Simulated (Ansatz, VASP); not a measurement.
One calculation of Be5Sn2Cl2, two programs

Contents of INCAR:

```
  PREC = Accurate
  ENCUT = 520
  EDIFF = 1E-6
  ISMEAR = 0
  SIGMA = 0.1
  LREAL = False
  LASPH = True
  NELM = 80
  ALGO = Normal
  ISIF = 2
  LWAVE = False
  LCHARG = True
  GGA = PE
  LELF = True
  LVHAR = True
  NBANDS = 36
```

The input KPOINTS:

```
regular mesh
0
Gamma
  4 4 2
```

Contents of POSCAR:

```
Be5Sn2Cl2
1.0
    3.9825502400      0.0000000000      0.0000000000
    0.0000000000      3.9825502400      0.0000000000
    0.0000000000      0.0000000000      8.1112997300
Be Sn Cl
5 2 2
Direct
    0.0000000000      0.5000000000      0.7673884600
    0.0000000000      0.5000000000      0.2326115400
    0.5000000000      0.5000000000      0.5000000000
    0.5000000000      0.0000000000      0.7673884600
    0.5000000000      0.0000000000      0.2326115400
    0.0000000000      0.0000000000      0.0000000000
    0.0000000000      0.0000000000      0.5000000000
    0.5000000000      0.5000000000      0.7368544300
    0.5000000000      0.5000000000      0.2631455700
```

Input for Ansatz:

```yaml
crystal:
  lattice:
    - [3.98255024, 0.0, 0.0]
    - [0.0, 3.98255024, 0.0]
    - [0.0, 0.0, 8.11129973]
  atoms:
    - { symbol: Be, position: [0.0, 0.5, 0.76738846] }
    - { symbol: Be, position: [0.0, 0.5, 0.23261154] }
    - { symbol: Be, position: [0.5, 0.5, 0.5] }
    - { symbol: Be, position: [0.5, 0.0, 0.76738846] }
    - { symbol: Be, position: [0.5, 0.0, 0.23261154] }
    - { symbol: Sn, position: [0.0, 0.0, 0.0] }
    - { symbol: Sn, position: [0.0, 0.0, 0.5] }
    - { symbol: Cl, position: [0.5, 0.5, 0.73685443] }
    - { symbol: Cl, position: [0.5, 0.5, 0.26314557] }
basis:
  ecutwfc: 420
kpoints:
  mp_grid: { grid: [4, 4, 2] }
hamiltonian:
  xc: pbe
scf:
  occupations: { method: gaussian, width: 0.1 }
  lower_state_search: "off"
output:
  forces: true
  stress: true
  eigenvalues: true
```

Change from the starting cell: species swapped into the Rb2Bi2O5 type (P4/mmm, No. 123).

Alike in both runs: task single point; functional PBE; k mesh 4 × 4 × 2; occupations gaussian, width 0.1 eV; no spin polarisation.

|  | VASP | Ansatz |
| --- | --- | --- |
| version | VASP 6.6.1 | Ansatz 0.2.0 |
| potentials or method | VASP PAW PBE potentials, release 64 (Be, Sn_d, Cl), cutoff 520 eV | scalar-relativistic, plane waves, PAW |
| valence electrons in the cell | 52 | 52 |

```tsv
	VASP	Ansatz	Ansatz less VASP
gap on the k mesh at the Fermi level (eV)	none	none	-
pressure (GPa)	12.0	11.9	-0.11
traceless stress, the component that is largest in VASP (GPa)	-8.30	-8.15	+0.145
rms of the force components (eV/Å)	0.309	0.303	-0.0061
```

Atom by atom the forces differ by 0.009 eV/Å (rms over components). A gap of «none» marks a metal or a gap that the smearing closes.

The k mesh is coarse, so the values compare programs but aren't converged.
